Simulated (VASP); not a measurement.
# GaP2 (Pa-3) in VASP: density of states with PBE

Aim: the density of states of GaP2 with PBE.

All numbers are computed with VASP 6.6.1; they aren't measurements. Logs are shortened: lines on timing, memory, paths and dates and some standing lists are left out, and cuts for length are marked.

### Step 1. The cell of the first run

Symmetry: Pa-3, No. 205, cubic system. Conventional cell: a = 6.023 Å, b = 6.023 Å, c = 6.023 Å, α = 90.00°, β = 90.00°, γ = 90.00°. Ga (site symmetry -3) has 6 P at 2.55 Å within 3.4 Å. Within 2.8 Å of P (site symmetry 3) lie 1 P at 2.11 Å and 3 Ga at 2.55 Å.

### Step 2. Density of states, PBE

The input, POSCAR:

```
GaP2
1.0
    6.0231043327      0.0000000000      0.0000000000
    0.0000000000      6.0231043327      0.0000000000
    0.0000000000      0.0000000000      6.0231043327
Ga P
4 8
Direct
    0.0000000000      0.0000000000      0.0000000000
    0.5000000000      0.0000000000      0.5000000000
    0.0000000000      0.5000000000      0.5000000000
    0.5000000000      0.5000000000      0.0000000000
    0.1012028018      0.6012028018      0.8987971982
    0.8987971982      0.3987971982      0.1012028018
    0.8987971982      0.1012028018      0.6012028018
    0.1012028018      0.8987971982      0.3987971982
    0.6012028018      0.8987971982      0.1012028018
    0.3987971982      0.1012028018      0.8987971982
    0.6012028018      0.6012028018      0.6012028018
    0.3987971982      0.3987971982      0.3987971982
```

The input, INCAR.step1:

```
SYSTEM = GaP2
PREC     = Accurate       ! precision mode
ENCUT    = 520            ! plane-wave cutoff, eV
EDIFF    = 1E-6           ! SCF threshold, eV
ISMEAR   = 0              ! smearing method
SIGMA    = 0.1            ! smearing width, eV
LREAL    = .FALSE.        ! projectors in reciprocal space
LASPH    = .TRUE.         ! aspherical terms in the spheres
NELM     = 60             ! most SCF steps
ALGO     = Normal         ! electronic algorithm
ISIF     = 2              ! what is computed and relaxed
LWAVE    = .FALSE.        ! write WAVECAR
LCHARG   = .TRUE.         ! write CHGCAR
GGA      = PE             ! functional
NBANDS   = 58             ! bands
```

The input, KPOINTS.step1:

```
Automatic mesh
0
G
  6 6 6
  0 0 0
```

The input, INCAR.step2:

```
SYSTEM = GaP2
PREC     = Accurate       ! precision mode
ENCUT    = 520            ! plane-wave cutoff, eV
EDIFF    = 1E-6           ! SCF threshold, eV
ISMEAR   = -5             ! smearing method
SIGMA    = 0.1            ! smearing width, eV
LREAL    = .FALSE.        ! projectors in reciprocal space
LASPH    = .TRUE.         ! aspherical terms in the spheres
NELM     = 60             ! most SCF steps
ALGO     = Normal         ! electronic algorithm
ISIF     = 2              ! what is computed and relaxed
LWAVE    = .FALSE.        ! write WAVECAR
LCHARG   = .FALSE.        ! write CHGCAR
GGA      = PE             ! functional
LORBIT   = 11             ! projections on sites
NBANDS   = 58             ! bands
NEDOS    = 1001           ! points of the DOS
ICHARG   = 11             ! starting density
```

The input, KPOINTS.step2:

```
Automatic mesh
0
G
  9 9 9
  0 0 0
```

Potentials or basis: VASP PAW PBE potentials, release 64 (Ga_d, P).

The run is started by

```sh
$ cat potpaw_PBE.64/Ga_d/POTCAR potpaw_PBE.64/P/POTCAR > POTCAR
$ cp INCAR.step1 INCAR
$ cp KPOINTS.step1 KPOINTS
$ mpirun -np 1 vasp_std > vasp.out
$ cp INCAR.step2 INCAR
$ cp KPOINTS.step2 KPOINTS
$ mpirun -np 1 vasp_std > vasp.out
```

OUTCAR:

```text
SYSTEM = GaP2
   PREC = Accurate
   ENCUT = 520
   EDIFF = 1E-6
   ISMEAR = -5
   LREAL = .FALSE.
   LASPH = .TRUE.
   NELM = 60
   ISIF = 2
   GGA = PE
   LORBIT = 11
   ICHARG = 11

 ion  position               nearest neighbor table
   1  0.000  0.000  0.000-   5 2.55   6 2.55   9 2.55  10 2.55   7 2.55   8 2.55
   2  0.500  0.000  0.500-   7 2.55   8 2.55  11 2.55  12 2.55   9 2.55  10 2.55
   3  0.000  0.500  0.500-   7 2.55   8 2.55  11 2.55  12 2.55   5 2.55   6 2.55
   4  0.500  0.500  0.000-   5 2.55   6 2.55   9 2.55  10 2.55  11 2.55  12 2.55
   5  0.101  0.601  0.899-   6 2.11   4 2.55   1 2.55   3 2.55
   6  0.899  0.399  0.101-   5 2.11   4 2.55   1 2.55   3 2.55
   7  0.899  0.101  0.601-   8 2.11   3 2.55   2 2.55   1 2.55
   8  0.101  0.899  0.399-   7 2.11   3 2.55   2 2.55   1 2.55
   9  0.601  0.899  0.101-  10 2.11   4 2.55   1 2.55   2 2.55
  10  0.399  0.101  0.899-   9 2.11   4 2.55   1 2.55   2 2.55
  11  0.601  0.601  0.601-  12 2.11   3 2.55   2 2.55   4 2.55
  12  0.399  0.399  0.399-  11 2.11   3 2.55   2 2.55   4 2.55

  LATTYP: Found a simple cubic cell.
 ALAT       =     6.0231043327

  Lattice vectors:

 A1 = (   6.0231043327,   0.0000000000,   0.0000000000)
 A2 = (   0.0000000000,   6.0231043327,   0.0000000000)
 A3 = (   0.0000000000,   0.0000000000,   6.0231043327)

Analysis of symmetry for initial positions (statically):
=====================================================================
 Subroutine PRICEL returns:
 Original cell was already a primitive cell.

 Routine SETGRP: Setting up the symmetry group for a
 simple cubic supercell.

 Subroutine GETGRP returns: Found 24 space group operations
 (whereof  6 operations were pure point group operations)
 out of a pool of 48 trial point group operations.

The static configuration has the point symmetry S_6 .
 The point group associated with its full space group is T_h .

Analysis of symmetry for dynamics (positions and initial velocities):
=====================================================================
 Subroutine PRICEL returns:
 Original cell was already a primitive cell.

 Routine SETGRP: Setting up the symmetry group for a
 simple cubic supercell.

 Subroutine GETGRP returns: Found 24 space group operations
 (whereof  6 operations were pure point group operations)
 out of a pool of 48 trial point group operations.

The dynamic configuration has the point symmetry S_6 .
 The point group associated with its full space group is T_h .

 Subroutine INISYM returns: Found 24 space group operations
 (whereof  6 operations are pure point group operations),
 and found     1 'primitive' translations

----------------------------------------------------------------------------------------

                                     Primitive cell

  volume of cell :     218.5049

  direct lattice vectors                    reciprocal lattice vectors
     6.023104333  0.000000000  0.000000000     0.166027342  0.000000000  0.000000000
     0.000000000  6.023104333  0.000000000     0.000000000  0.166027342  0.000000000
     0.000000000  0.000000000  6.023104333     0.000000000  0.000000000  0.166027342

  length of vectors
     6.023104333  6.023104333  6.023104333     0.166027342  0.166027342  0.166027342

  position of ions in fractional coordinates (direct lattice)
     0.000000000  0.000000000  0.000000000
     0.500000000  0.000000000  0.500000000
     0.000000000  0.500000000  0.500000000
     0.500000000  0.500000000  0.000000000
     0.101202802  0.601202802  0.898797198
     0.898797198  0.398797198  0.101202802
     0.898797198  0.101202802  0.601202802
     0.101202802  0.898797198  0.398797198
     0.601202802  0.898797198  0.101202802
     0.398797198  0.101202802  0.898797198
     0.601202802  0.601202802  0.601202802
     0.398797198  0.398797198  0.398797198

  ion indices of the primitive-cell ions
   primitive index   ion index
                 1           1
                 2           2
                 3           3
                 4           4
                 5           5
                 6           6
                 7           7
                 8           8
                 9           9
                10          10
                11          11
                12          12

----------------------------------------------------------------------------------------

 KPOINTS: Automatic mesh

Automatic generation of k-mesh.
 Grid dimensions read from file:
 generate k-points for:    9    9    9

 Generating k-lattice:

  Cartesian coordinates                     Fractional coordinates (reciprocal lattice)
     0.018447482  0.000000000  0.000000000     0.111111111  0.000000000  0.000000000
     0.000000000  0.018447482  0.000000000     0.000000000  0.111111111  0.000000000
     0.000000000  0.000000000  0.018447482     0.000000000  0.000000000  0.111111111

  Length of vectors
     0.018447482  0.018447482  0.018447482

  Shift w.r.t. Gamma in fractional coordinates (k-lattice)
     0.000000000  0.000000000  0.000000000

 TETIRR: Found    652 inequivalent tetrahedra from     4374

 Subroutine IBZKPT returns following result:
 ===========================================

 Found     45 irreducible k-points:

 Following reciprocal coordinates:
            Coordinates               Weight
  0.000000  0.000000  0.000000      1.000000
  0.111111  0.000000  0.000000      6.000000
  0.222222  0.000000  0.000000      6.000000
  0.333333  0.000000  0.000000      6.000000
  0.444444  0.000000  0.000000      6.000000
  0.111111  0.111111  0.000000     12.000000
[... 16 lines left out ...]
  0.222222  0.111111  0.111111     24.000000
  0.333333  0.111111  0.111111     24.000000
 [... further k-points ...]
   k-points           NKPTS =     45   k-points in BZ     NKDIM =     45   number of bands    NBANDS=     58
   number of dos      NEDOS =   1001   number of ions     NIONS =     12
   total plane-waves  NPLWV = 110592
   dimension x,y,z NGX =    48 NGY =   48 NGZ =   48
   dimension x,y,z NGXF=    96 NGYF=   96 NGZF=   96
   ions per type =               4   8
   NGX,Y,Z   is equivalent  to a cutoff of  13.25, 13.25, 13.25 a.u.
   NGXF,Y,Z  is equivalent  to a cutoff of  26.50, 26.50, 26.50 a.u.
 SYSTEM =  GaP2
   PREC   = accura    normal or accurate (medium, high low for compatibility)
   ISTART =      0    job   : 0-new  1-cont  2-samecut
   ICHARG =     11    charge: 1-file 2-atom 10-const
   ISPIN  =      1    spin polarized calculation?
   LNONCOLLINEAR =      F non collinear calculations
   LSORBIT =      F    spin-orbit coupling
   LASPH  =      T    aspherical Exc in radial PAW
   ENCUT  =  520.0 eV  38.22 Ry    6.18 a.u.  11.20 11.20 11.20*2*pi/ulx,y,z
   NELM   =     60;   NELMIN=  2; NELMDL=  0     # of ELM steps
   EDIFF  = 0.1E-05   stopping-criterion for ELM
   LREAL  =      F    real-space projection
   EDIFFG = 0.1E-04   stopping-criterion for IOM
   NSW    =      0    number of steps for IOM
   IBRION =     -1    ionic relax: 0-MD 1-quasi-New 2-CG
   NFREE  =      0    steps in history (QN), initial steepest desc. (CG)
   ISIF   =      2    stress and relaxation
   ISYM   =      2    0-nonsym 1-usesym 2-fastsym
   POTIM  = 0.5000    time-step for ionic-motion
   TEBEG  =    0.0;   TEEND  =   0.0 temperature during run
   PSTRESS=    0.0 pullay stress
   NELECT =      92.0000    total number of electrons
   NUPDOWN=      -1.0000    fix difference up-down
   EMIN   =  10.00;   EMAX   =-10.00  energy-range for DOS
   EFERMI =   0.00;   METHOD = LEGACY
   ISMEAR =    -5;   SIGMA  =   0.10  broadening in eV -4-tet -1-fermi 0-gaus
   EFERMI_NEDOS =   21; number of points for ismear=-14 and -15
   IALGO  =     38    algorithm
   IMIX   =      4    mixing-type and parameters
     AMIX     =   0.40;   BMIX     =  1.00
     AMIX_MAG =   1.60;   BMIX_MAG =  1.00
  volume/ion in A,a.u.               =      18.21       122.88
  Fermi-wavevector in a.u.,A,eV,Ry     =   1.227016  2.318725 20.484515  1.505569
  Thomas-Fermi vector in A             =   2.361996
   LORBIT       =     11    0 simple, 1 ext, 2 COOP (PROOUT), +10 PAW based schemes
   GGA     = PE    functional components
   LHFCALC =     F    Hartree Fock is set to
   AEXX    =    0.0000 exact exchange contribution
   IVDW    =     0    specifies the selected vdW correction
   LEPSILON=     F    determine dielectric tensor
   LRPA    =     F    only Hartree local field effects (RPA)
 non-spin polarized calculation
 Fermi weights with tetrahedron method with Bloechl corrections
  energy-cutoff  :      520.00
  volume of cell :      218.50
 maximum number of plane-waves:      5912
 NGX is ok and might be reduce to    48

 number of electron      92.0000052 magnetization

 Free energy of the ion-electron system (eV)
  ---------------------------------------------------
  ext. energy  EPLUGINS =         0.00000000
  ---------------------------------------------------
  free energy    TOTEN  =       -54.91086892 eV

  energy without entropy =      -54.91086892  energy(sigma->0) =      -54.91086892

 E-fermi :   5.8196     XC(G=0): -10.4489

 val. band max:        5.8284452762   @ k =   0.2222   0.1111   0.0000
 cond. band min:       5.7920516052   @ k =   0.2222   0.2222   0.2222
 fundamental gap:     -0.0363936711
 Fermi energy:         5.8195633097

 k-point     1 :       0.0000    0.0000    0.0000
  band No.  band energies     occupation
      1      -8.8227      2.00000
      2      -8.8227      2.00000
      3      -8.8227      2.00000
      4      -8.6906      2.00000
      5      -8.6906      2.00000
      6      -8.6879      2.00000
[... 1453 lines left out ...]
     57      10.8413      0.00000
     58      11.2081      0.00000

 [... further k-points ...]

------------------------ aborting loop because EDIFF is reached ----------------------------------------

  FORCE on cell =-STRESS in cart. coord.  units (eV):
  Direction    XX          YY          ZZ          XY          YZ          ZX
  --------------------------------------------------------------------------------------
  -------------------------------------------------------------------------------------
  Total       -0.3572311     -0.3572311     -0.3572311     -0.0000000      0.0000000      0.0000000
  in kB       -2.6193810     -2.6193810     -2.6193810     -0.0000000      0.0000000      0.0000000
  external PRESSURE =      -2.6193810 kB  Pullay stress =       0.0000000 kB

 VOLUME and BASIS-vectors are now :
 -----------------------------------------------------------------------------
  energy-cutoff  :      520.00
  volume of cell :      218.50
      direct lattice vectors                 reciprocal lattice vectors
     6.023104333  0.000000000  0.000000000     0.166027342  0.000000000  0.000000000
     0.000000000  6.023104333  0.000000000     0.000000000  0.166027342  0.000000000
     0.000000000  0.000000000  6.023104333     0.000000000  0.000000000  0.166027342

 POSITION                                       TOTAL-FORCE (eV/Angst)
 -----------------------------------------------------------------------------------
      0.00000      0.00000      0.00000        -0.000000      0.000000      0.000000
      3.01155      0.00000      3.01155        -0.000000      0.000000      0.000000
      0.00000      3.01155      3.01155        -0.000000      0.000000      0.000000
      3.01155      3.01155      0.00000        -0.000000      0.000000      0.000000
      0.60956      3.62111      5.41355        -0.025190     -0.025190      0.025190
      5.41355      2.40200      0.60956         0.025190      0.025190     -0.025190
      5.41355      0.60956      3.62111         0.025190     -0.025190     -0.025190
      0.60956      5.41355      2.40200        -0.025190      0.025190      0.025190
      3.62111      5.41355      0.60956        -0.025190      0.025190     -0.025190
      2.40200      0.60956      5.41355         0.025190     -0.025190      0.025190
      3.62111      3.62111      3.62111        -0.025190     -0.025190     -0.025190
      2.40200      2.40200      2.40200         0.025190      0.025190      0.025190
 -----------------------------------------------------------------------------------
    total drift:                               -0.000000      0.000000     -0.000000

  FREE ENERGIE OF THE ION-ELECTRON SYSTEM (eV)
  ---------------------------------------------------
  free  energy   TOTEN  =       -54.9108689245 eV

  energy  without entropy=      -54.9108689245  energy(sigma->0) =      -54.91086892

 total charge

# of ion       s       p       d       tot
------------------------------------------
    1        0.848   0.720  10.011  11.579
    2        0.848   0.720  10.011  11.579
    3        0.848   0.720  10.011  11.579
    4        0.848   0.720  10.011  11.579
    5        1.071   1.405   0.000   2.475
    6        1.071   1.405   0.000   2.475
    7        1.071   1.405   0.000   2.475
    8        1.071   1.405   0.000   2.475
    9        1.071   1.405   0.000   2.475
   10        1.071   1.405   0.000   2.475
   11        1.071   1.405   0.000   2.475
   12        1.071   1.405   0.000   2.475
--------------------------------------------------
tot         11.955  14.118  40.043  66.117
```

Wall time 24 min (1 thread of AMD EPYC 7R13, shared host); peak memory 0.53 GiB.

Results:

* Valence electrons inside the program's atomic spheres: Ga 11.58; P 2.48

Levels at points of the mesh, in eV from the Fermi level:
```tsv
k point	band 44	band 45	band 46	band 47	band 48	band 49
(0.00, 0.00, 0.00)	0.49	0.49	0.49	1.55	1.55	2.43
```

Caveat: tetrahedron occupations give inexact forces and stress in metals.
